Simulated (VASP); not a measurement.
# TiC (Fm-3m) in VASP: further runs

TiC is run at these levels: r2SCAN, PBEsol+U; tasks: single point.

All numbers are computed with VASP 6.6.1; they aren't measurements. Logs are shortened: lines on timing, memory, paths and dates and some standing lists are left out, and cuts for length are marked.

## 1. The cell of the first run

The structure is cubic, space group Fm-3m (No. 225). Conventional cell: a = 4.331 Å, b = 4.331 Å, c = 4.331 Å, α = 90.00°, β = 90.00°, γ = 90.00°. Within 2.9 Å of Ti (site symmetry m-3m) lie 6 C at 2.17 Å. C (site symmetry m-3m) has 6 Ti at 2.17 Å within 2.9 Å.

## 2. Single point, r2SCAN

Contents of POSCAR:

```
TiC
1.0
    0.0000000000      2.1657188437      2.1657188437
    2.1657188437      0.0000000000      2.1657188437
    2.1657188437      2.1657188437      0.0000000000
Ti C
1 1
Direct
    0.0000000000      0.0000000000      0.0000000000
    0.5000000000      0.5000000000      0.5000000000
```

Contents of INCAR.step1:

```
SYSTEM = TiC
PREC     = Accurate       ! precision mode
ENCUT    = 520            ! plane-wave cutoff, eV
ISMEAR   = 0              ! smearing method
SIGMA    = 0.01           ! smearing width, eV
LREAL    = .FALSE.        ! projectors in reciprocal space
LASPH    = .TRUE.         ! aspherical terms in the spheres
NELM     = 100            ! most SCF steps
NBANDS   = 15             ! bands
GGA      = PE             ! functional
ALGO     = Normal         ! electronic algorithm
EDIFF    = 1E-4           ! SCF threshold, eV
LWAVE    = .TRUE.         ! write WAVECAR
LCHARG   = .FALSE.        ! write CHGCAR
```

Contents of INCAR.step2:

```
SYSTEM = TiC
PREC     = Accurate       ! precision mode
ENCUT    = 520            ! plane-wave cutoff, eV
EDIFF    = 1E-6           ! SCF threshold, eV
ISMEAR   = 0              ! smearing method
SIGMA    = 0.01           ! smearing width, eV
LREAL    = .FALSE.        ! projectors in reciprocal space
LASPH    = .TRUE.         ! aspherical terms in the spheres
NELM     = 100            ! most SCF steps
ALGO     = Normal         ! electronic algorithm
ISIF     = 2              ! what is computed and relaxed
LWAVE    = .FALSE.        ! write WAVECAR
LCHARG   = .FALSE.        ! write CHGCAR
METAGGA  = R2SCAN         ! meta-GGA
LMIXTAU  = .TRUE.       
NBANDS   = 15             ! bands
ISTART   = 1
```

Contents of KPOINTS:

```
Automatic mesh
0
G
  9 9 9
  0 0 0
```

Potentials or basis: VASP PAW PBE potentials, release 64 (Ti_sv, C).

Launch:

```
cat potpaw_PBE.64/Ti_sv/POTCAR potpaw_PBE.64/C/POTCAR > POTCAR
cp INCAR.step1 INCAR
mpirun -np 1 vasp_std > vasp.out
cp INCAR.step2 INCAR
mpirun -np 1 vasp_std > vasp.out
```

OUTCAR:

```text
SYSTEM = TiC
   PREC = Accurate
   ENCUT = 520
   EDIFF = 1E-6
   ISMEAR = 0
   LREAL = .FALSE.
   LASPH = .TRUE.
   NELM = 100
   ISIF = 2
   METAGGA = R2SCAN
   ISTART = 1

 ion  position               nearest neighbor table
   1  0.000  0.000  0.000-   2 2.17   2 2.17   2 2.17   2 2.17   2 2.17   2 2.17
   2  0.500  0.500  0.500-   1 2.17   1 2.17   1 2.17   1 2.17   1 2.17   1 2.17

  LATTYP: Found a face centered cubic cell.
 ALAT       =     4.3314376874

  Lattice vectors:

 A1 = (   0.0000000000,   2.1657188437,   2.1657188437)
 A2 = (   2.1657188437,   0.0000000000,   2.1657188437)
 A3 = (   2.1657188437,   2.1657188437,   0.0000000000)

Analysis of symmetry for initial positions (statically):
=====================================================================
 Subroutine PRICEL returns:
 Original cell was already a primitive cell.

 Routine SETGRP: Setting up the symmetry group for a
 face centered cubic supercell.

 Subroutine GETGRP returns: Found 48 space group operations
[... 9 lines left out ...]

 Routine SETGRP: Setting up the symmetry group for a
 face centered cubic supercell.

 Subroutine GETGRP returns: Found 48 space group operations
[... 11 lines left out ...]
                                     Primitive cell

  volume of cell :      20.3159

  direct lattice vectors                    reciprocal lattice vectors
     0.000000000  2.165718844  2.165718844    -0.230870227  0.230870227  0.230870227
     2.165718844  0.000000000  2.165718844     0.230870227 -0.230870227  0.230870227
     2.165718844  2.165718844  0.000000000     0.230870227  0.230870227 -0.230870227

  length of vectors
     3.062788961  3.062788961  3.062788961     0.399878962  0.399878962  0.399878962

  position of ions in fractional coordinates (direct lattice)
[... 8 lines left out ...]
----------------------------------------------------------------------------------------

 KPOINTS: Automatic mesh

Automatic generation of k-mesh.
 Grid dimensions read from file:
 generate k-points for:    9    9    9

 Generating k-lattice:

  Cartesian coordinates                     Fractional coordinates (reciprocal lattice)
    -0.025652247  0.025652247  0.025652247     0.111111111  0.000000000  0.000000000
     0.025652247 -0.025652247  0.025652247     0.000000000  0.111111111  0.000000000
     0.025652247  0.025652247 -0.025652247     0.000000000  0.000000000  0.111111111

  Length of vectors
     0.044430996  0.044430996  0.044430996

  Shift w.r.t. Gamma in fractional coordinates (k-lattice)
     0.000000000  0.000000000  0.000000000

 Subroutine IBZKPT returns following result:
 ===========================================

 Found     35 irreducible k-points:
[... 52 lines left out ...]
   ISIF   =      2    stress and relaxation
   ISYM   =      2    0-nonsym 1-usesym 2-fastsym
   POTIM  = 0.5000    time-step for ionic-motion
   TEBEG  =    0.0;   TEEND  =   0.0 temperature during run
   PSTRESS=    0.0 pullay stress
   NELECT =      16.0000    total number of electrons
   NUPDOWN=      -1.0000    fix difference up-down
   EMIN   =  10.00;   EMAX   =-10.00  energy-range for DOS
   EFERMI =   0.00;   METHOD = LEGACY
   ISMEAR =     0;   SIGMA  =   0.01  broadening in eV -4-tet -1-fermi 0-gaus
   EFERMI_NEDOS =   21; number of points for ismear=-14 and -15
   IALGO  =     38    algorithm
   IMIX   =      4    mixing-type and parameters
     AMIX     =   0.40;   BMIX     =  1.00
     AMIX_MAG =   1.60;   BMIX_MAG =  1.00
  volume/ion in A,a.u.               =      10.16        68.55
  Fermi-wavevector in a.u.,A,eV,Ry     =   1.511829  2.856943 31.097854  2.285628
  Thomas-Fermi vector in A             =   2.621834
   LORBIT       =      0    0 simple, 1 ext, 2 COOP (PROOUT), +10 PAW based schemes
   METAGGA = R2SCAN    functional components
   LHFCALC =     F    Hartree Fock is set to
   AEXX    =    0.0000 exact exchange contribution
   IVDW    =     0    specifies the selected vdW correction
   LEPSILON=     F    determine dielectric tensor
   LRPA    =     F    only Hartree local field effects (RPA)
 non-spin polarized calculation
 Gauss-broadening in eV      SIGMA  =   0.01
  energy-cutoff  :      520.00
  volume of cell :       20.32
 maximum number of plane-waves:       556
   NGX = 11   NGY = 11   NGZ = 11

 number of electron      16.0000000 magnetization

 Free energy of the ion-electron system (eV)
  ---------------------------------------------------
  ext. energy  EPLUGINS =         0.00000000
  ---------------------------------------------------
  free energy    TOTEN  =       -24.86826899 eV

  energy without entropy =      -24.86818544  energy(sigma->0) =      -24.86822722

 E-fermi :   9.3296     XC(G=0): -13.5890

 val. band max:        9.3233764934   @ k =   0.1111   0.0000   0.0000
 cond. band min:       9.6046448203   @ k =   0.1111   0.1111   0.0000
 fundamental gap:      0.2812683269
 Fermi energy:         9.3296434775

 k-point     1 :       0.0000    0.0000    0.0000
  band No.  band energies     occupation
      1     -49.4919      2.00000
      2     -24.4697      2.00000
      3     -24.4696      2.00000
      4     -24.4696      2.00000
      5      -3.7159      2.00000
      6      10.3521      0.00000
      7      10.3521      0.00000
      8      10.3522      0.00000
      9      11.1569      0.00000
     10      11.1569      0.00000
     11      11.1569      0.00000
     12      11.2037      0.00000
     13      11.2037      0.00000
     14      20.6859      0.00000
[... 401 lines left out ...]
      2     -24.9013      2.00000
      3     -24.6365      2.00000
      4     -24.6364      2.00000
      5      -1.4546      2.00000
      6       5.6823      2.00000
      7       8.0322      2.00000
      8       9.2953      2.00000
      9       9.2953      2.00000
     10      12.1856      0.00000
     11      13.3288      0.00000
     12      13.3288      0.00000
     13      15.6050      0.00000
     14      22.0059      0.00000
     15      24.8347      0.00000

 [... further k-points ...]
[... 5 lines left out ...]
  --------------------------------------------------------------------------------------
  -------------------------------------------------------------------------------------
  Total        0.0374624      0.0374624      0.0374624      0.0000000      0.0000000     -0.0000000
  in kB        2.9544047      2.9544047      2.9544047      0.0000000      0.0000000     -0.0000000
  external PRESSURE =       2.9544047 kB  Pullay stress =       0.0000000 kB

 VOLUME and BASIS-vectors are now :
 -----------------------------------------------------------------------------
  energy-cutoff  :      520.00
  volume of cell :       20.32
      direct lattice vectors                 reciprocal lattice vectors
     0.000000000  2.165718844  2.165718844    -0.230870227  0.230870227  0.230870227
     2.165718844  0.000000000  2.165718844     0.230870227 -0.230870227  0.230870227
     2.165718844  2.165718844  0.000000000     0.230870227  0.230870227 -0.230870227

 POSITION                                       TOTAL-FORCE (eV/Angst)
 -----------------------------------------------------------------------------------
      0.00000      0.00000      0.00000        -0.000000     -0.000000     -0.000000
      2.16572      2.16572      2.16572         0.000000      0.000000      0.000000
 -----------------------------------------------------------------------------------
    total drift:                                0.000000     -0.000000     -0.000000

  FREE ENERGIE OF THE ION-ELECTRON SYSTEM (eV)
  ---------------------------------------------------
  free  energy   TOTEN  =       -24.8682689887 eV

  energy  without entropy=      -24.8681854439  energy(sigma->0) =      -24.86822722
```

OSZICAR.step1:

```text
N       E                     dE             d eps       ncg     rms          rms(c)
DAV:   1     0.116622862467E+03    0.11662E+03   -0.78980E+03  1057   0.127E+03
DAV:   2    -0.165450204754E+02   -0.13317E+03   -0.12450E+03  1141   0.332E+02
DAV:   3    -0.240683253255E+02   -0.75233E+01   -0.74171E+01  1354   0.774E+01
DAV:   4    -0.243152175791E+02   -0.24689E+00   -0.24652E+00  1296   0.130E+01
DAV:   5    -0.243216802373E+02   -0.64627E-02   -0.64625E-02  1354   0.191E+00    0.183E+01
DAV:   6    -0.193343396421E+02    0.49873E+01   -0.11818E+01  1467   0.563E+01    0.694E+00
DAV:   7    -0.187448931169E+02    0.58945E+00   -0.21926E+00  1198   0.209E+01    0.491E+00
DAV:   8    -0.187218208956E+02    0.23072E-01   -0.10783E-01  1162   0.338E+00    0.350E+00
DAV:   9    -0.187120102968E+02    0.98106E-02   -0.10239E-01  1452   0.459E+00    0.783E-01
DAV:  10    -0.187098797954E+02    0.21305E-02   -0.13288E-02  1337   0.148E+00    0.657E-01
DAV:  11    -0.187077464566E+02    0.21333E-02   -0.26538E-03  1197   0.743E-01    0.223E-01
DAV:  12    -0.187075285778E+02    0.21788E-03   -0.39575E-04  1345   0.294E-01    0.463E-02
DAV:  13    -0.187075151019E+02    0.13476E-04   -0.54268E-05   646   0.757E-02
   1 F= -.18707515E+02 E0= -.18707478E+02  d E =-.749899E-04
```

It took 74 s on 1 thread of AMD EPYC 7R43 (Zen 3), shared host; peak memory 0.11 GiB.

Results:

```
Free energy            : -24.8683 eV
Pressure               : 0.3 GPa
Band gap on the k mesh : zero (band 8 reaches 10.35 eV, above the bottom of band 9 at 9.07 eV)
```

Levels at points of the mesh, in eV from the Fermi level:
| k point | band 6 | band 7 | band 8 | band 9 | band 10 | band 11 |
| --- | --- | --- | --- | --- | --- | --- |
| (0.00, 0.00, 0.00) | 1.02 | 1.02 | 1.02 | 1.83 | 1.83 | 1.83 |

Caveat: the PAW data sets were made with another functional, which shifts forces and pressure a little.

## 3. Single point, r2SCAN

POSCAR is that of step 2.

Contents of INCAR.step1:

```
SYSTEM = TiC
ALGO     = Normal         ! electronic algorithm
EDIFF    = 1E-4           ! SCF threshold, eV
ENCUT    = 520            ! plane-wave cutoff, eV
GGA      = PE             ! functional
ISMEAR   = 0              ! smearing method
LASPH    = .TRUE.         ! aspherical terms in the spheres
LCHARG   = .FALSE.        ! write CHGCAR
LREAL    = .FALSE.        ! projectors in reciprocal space
LWAVE    = .TRUE.         ! write WAVECAR
NBANDS   = 15             ! bands
NELM     = 80             ! most SCF steps
PREC     = Accurate       ! precision mode
SIGMA    = 0.005          ! smearing width, eV
```

Contents of INCAR.step2:

```
SYSTEM = TiC
ALGO     = Normal         ! electronic algorithm
EDIFF    = 1E-6           ! SCF threshold, eV
ENCUT    = 520            ! plane-wave cutoff, eV
ISIF     = 2              ! what is computed and relaxed
ISMEAR   = 0              ! smearing method
ISTART   = 1            
LASPH    = .TRUE.         ! aspherical terms in the spheres
LCHARG   = .FALSE.        ! write CHGCAR
LMIXTAU  = .TRUE.       
LREAL    = .FALSE.        ! projectors in reciprocal space
LWAVE    = .FALSE.        ! write WAVECAR
METAGGA  = R2SCAN         ! meta-GGA
NBANDS   = 15             ! bands
NELM     = 80             ! most SCF steps
PREC     = Accurate       ! precision mode
SIGMA    = 0.005          ! smearing width, eV
```

Contents of KPOINTS:

```
k-points
0
G
  9 9 9
  0 0 0
```

Potentials or basis: VASP PAW PBE potentials, release 64 (Ti_sv, C).

Launch:

```
cat potpaw_PBE.64/Ti_sv/POTCAR potpaw_PBE.64/C/POTCAR > POTCAR
cp INCAR.step1 INCAR
mpirun -np 1 vasp_std > vasp.out
cp INCAR.step2 INCAR
mpirun -np 1 vasp_std > vasp.out
```

OUTCAR:

```text
SYSTEM = TiC
   EDIFF = 1E-6
   ENCUT = 520
   ISIF = 2
   ISMEAR = 0
   ISTART = 1
   LASPH = .TRUE.
   LREAL = .FALSE.
   METAGGA = R2SCAN
   NELM = 80
   PREC = Accurate

 ion  position               nearest neighbor table
   1  0.000  0.000  0.000-   2 2.17   2 2.17   2 2.17   2 2.17   2 2.17   2 2.17
   2  0.500  0.500  0.500-   1 2.17   1 2.17   1 2.17   1 2.17   1 2.17   1 2.17

  LATTYP: Found a face centered cubic cell.
 ALAT       =     4.3314376874

  Lattice vectors:

 A1 = (   0.0000000000,   2.1657188437,   2.1657188437)
 A2 = (   2.1657188437,   0.0000000000,   2.1657188437)
 A3 = (   2.1657188437,   2.1657188437,   0.0000000000)

Analysis of symmetry for initial positions (statically):
=====================================================================
 Subroutine PRICEL returns:
 Original cell was already a primitive cell.

 Routine SETGRP: Setting up the symmetry group for a
 face centered cubic supercell.

 Subroutine GETGRP returns: Found 48 space group operations
[... 9 lines left out ...]

 Routine SETGRP: Setting up the symmetry group for a
 face centered cubic supercell.

 Subroutine GETGRP returns: Found 48 space group operations
[... 11 lines left out ...]
                                     Primitive cell

  volume of cell :      20.3159

  direct lattice vectors                    reciprocal lattice vectors
     0.000000000  2.165718844  2.165718844    -0.230870227  0.230870227  0.230870227
     2.165718844  0.000000000  2.165718844     0.230870227 -0.230870227  0.230870227
     2.165718844  2.165718844  0.000000000     0.230870227  0.230870227 -0.230870227

  length of vectors
     3.062788961  3.062788961  3.062788961     0.399878962  0.399878962  0.399878962

  position of ions in fractional coordinates (direct lattice)
[... 8 lines left out ...]
----------------------------------------------------------------------------------------

 KPOINTS: k-points

Automatic generation of k-mesh.
 Grid dimensions read from file:
 generate k-points for:    9    9    9

 Generating k-lattice:

  Cartesian coordinates                     Fractional coordinates (reciprocal lattice)
    -0.025652247  0.025652247  0.025652247     0.111111111  0.000000000  0.000000000
     0.025652247 -0.025652247  0.025652247     0.000000000  0.111111111  0.000000000
[... 84 lines left out ...]
   LHFCALC =     F    Hartree Fock is set to
   AEXX    =    0.0000 exact exchange contribution
   IVDW    =     0    specifies the selected vdW correction
   LEPSILON=     F    determine dielectric tensor
   LRPA    =     F    only Hartree local field effects (RPA)
 non-spin polarized calculation
 Gauss-broadening in eV      SIGMA  =   0.01
  energy-cutoff  :      520.00
  volume of cell :       20.32
 maximum number of plane-waves:       556
   NGX = 11   NGY = 11   NGZ = 11

 number of electron      16.0000000 magnetization

 Free energy of the ion-electron system (eV)
  ---------------------------------------------------
  ext. energy  EPLUGINS =         0.00000000
  ---------------------------------------------------
  free energy    TOTEN  =       -24.86822723 eV

  energy without entropy =      -24.86818546  energy(sigma->0) =      -24.86820634

 E-fermi :   9.3265     XC(G=0): -13.5890

 val. band max:        9.3233765852   @ k =   0.1111   0.0000   0.0000
 cond. band min:       9.6046448853   @ k =   0.1111   0.1111   0.0000
 fundamental gap:      0.2812683002
 Fermi energy:         9.3265070648

 k-point     1 :       0.0000    0.0000    0.0000
  band No.  band energies     occupation
      1     -49.4919      2.00000
      2     -24.4697      2.00000
      3     -24.4696      2.00000
      4     -24.4696      2.00000
      5      -3.7159      2.00000
      6      10.3521      0.00000
      7      10.3521      0.00000
      8      10.3522      0.00000
      9      11.1569      0.00000
     10      11.1569      0.00000
     11      11.1569      0.00000
     12      11.2037      0.00000
     13      11.2037      0.00000
     14      20.6859      0.00000
[... 401 lines left out ...]
      2     -24.9013      2.00000
      3     -24.6365      2.00000
      4     -24.6364      2.00000
      5      -1.4546      2.00000
      6       5.6823      2.00000
      7       8.0322      2.00000
      8       9.2953      2.00000
      9       9.2953      2.00000
     10      12.1856      0.00000
     11      13.3288      0.00000
     12      13.3288      0.00000
     13      15.6050      0.00000
     14      22.0059      0.00000
     15      24.8347      0.00000

 [... further k-points ...]
[... 5 lines left out ...]
  --------------------------------------------------------------------------------------
  -------------------------------------------------------------------------------------
  Total        0.0373514      0.0373514      0.0373514     -0.0000000      0.0000000      0.0000000
  in kB        2.9456489      2.9456489      2.9456489     -0.0000000      0.0000000      0.0000000
  external PRESSURE =       2.9456489 kB  Pullay stress =       0.0000000 kB

 VOLUME and BASIS-vectors are now :
 -----------------------------------------------------------------------------
  energy-cutoff  :      520.00
  volume of cell :       20.32
      direct lattice vectors                 reciprocal lattice vectors
     0.000000000  2.165718844  2.165718844    -0.230870227  0.230870227  0.230870227
     2.165718844  0.000000000  2.165718844     0.230870227 -0.230870227  0.230870227
     2.165718844  2.165718844  0.000000000     0.230870227  0.230870227 -0.230870227

 POSITION                                       TOTAL-FORCE (eV/Angst)
 -----------------------------------------------------------------------------------
      0.00000      0.00000      0.00000        -0.000000     -0.000000     -0.000000
      2.16572      2.16572      2.16572         0.000000      0.000000      0.000000
 -----------------------------------------------------------------------------------
    total drift:                                0.000000     -0.000000     -0.000000

  FREE ENERGIE OF THE ION-ELECTRON SYSTEM (eV)
  ---------------------------------------------------
  free  energy   TOTEN  =       -24.8682272292 eV

  energy  without entropy=      -24.8681854572  energy(sigma->0) =      -24.86820634
```

OSZICAR.step1:

```text
N       E                     dE             d eps       ncg     rms          rms(c)
DAV:   1     0.116622908874E+03    0.11662E+03   -0.78980E+03  1057   0.127E+03
DAV:   2    -0.165450059343E+02   -0.13317E+03   -0.12452E+03  1141   0.332E+02
DAV:   3    -0.240683253255E+02   -0.75233E+01   -0.74171E+01  1354   0.774E+01
DAV:   4    -0.243152175791E+02   -0.24689E+00   -0.24652E+00  1296   0.130E+01
DAV:   5    -0.243216802373E+02   -0.64627E-02   -0.64625E-02  1354   0.191E+00    0.183E+01
DAV:   6    -0.193343026558E+02    0.49874E+01   -0.11818E+01  1467   0.563E+01    0.694E+00
DAV:   7    -0.187448513443E+02    0.58945E+00   -0.21926E+00  1198   0.209E+01    0.491E+00
DAV:   8    -0.187217791232E+02    0.23072E-01   -0.10783E-01  1162   0.338E+00    0.350E+00
DAV:   9    -0.187119733078E+02    0.98058E-02   -0.10239E-01  1452   0.459E+00    0.783E-01
DAV:  10    -0.187098428088E+02    0.21305E-02   -0.13288E-02  1337   0.148E+00    0.657E-01
DAV:  11    -0.187077094688E+02    0.21333E-02   -0.26538E-03  1197   0.743E-01    0.223E-01
DAV:  12    -0.187074913936E+02    0.21808E-03   -0.39575E-04  1345   0.294E-01    0.462E-02
DAV:  13    -0.187074780178E+02    0.13376E-04   -0.53985E-05   638   0.755E-02
   1 F= -.18707478E+02 E0= -.18707460E+02  d E =-.369880E-04
```

Run time: 64 s. Hardware: 1 thread of AMD EPYC 7R43 (Zen 3), shared host; peak memory 0.11 GiB.

Results:

- Free energy: -24.8682 eV
- Pressure: 0.3 GPa
- Band gap on the k mesh: zero (band 8 reaches 10.35 eV, above the bottom of band 9 at 9.07 eV)

Levels at points of the mesh, in eV from the Fermi level:
```csv
k point,band 4,band 5,band 6,band 7,band 8,band 9,band 10,band 11,band 12,band 13
"(0.00, 0.00, 0.00)",-33.80,-13.04,1.03,1.03,1.03,1.83,1.83,1.83,1.88,1.88
```

Caveat: the PAW data sets were made with another functional, which shifts forces and pressure a little.

(Part 1 of 2 ends here.)
